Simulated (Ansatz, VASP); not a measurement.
# GaAs in VASP and in Ansatz

```
Ga As
1.0
     0.00000    2.80174    2.80174
     2.80174    0.00000    2.80174
     2.80174    2.80174    0.00000
Ga As
1 1
Direct
  0.00000 0.00000 0.00000
  0.25000 0.25000 0.25000
```

Alike in both runs: functional LDA; k mesh 13 × 13 × 13; occupations fermi-dirac, width 0.08 eV; no spin polarisation.

Ansatz relaxed the structure, and its values are those at the end. VASP's run is a single point on that final structure, the one shown.

```csv
,VASP,Ansatz
version,VASP 6.6.1,Ansatz 0.2.0
potentials or method,"VASP PAW LDA potentials, release 64 (Ga_d, As)","PAW with Ansatz's default frozen-core files, scalar-relativistic"
plane-wave cutoff (eV),520,420
valence electrons in the cell,18,28
```

|  | VASP | Ansatz | Ansatz less VASP |
| --- | --- | --- | --- |
| pressure (GPa) | 0.3 | 0.0 | -0.32 |

LDA's correlation is that of Perdew and Zunger in VASP and of Perdew and Wang (1992) in Ansatz. VASP's potentials hold 18 valence electrons a cell and Ansatz's 28, so a difference there can come from the potentials and not from the codes.
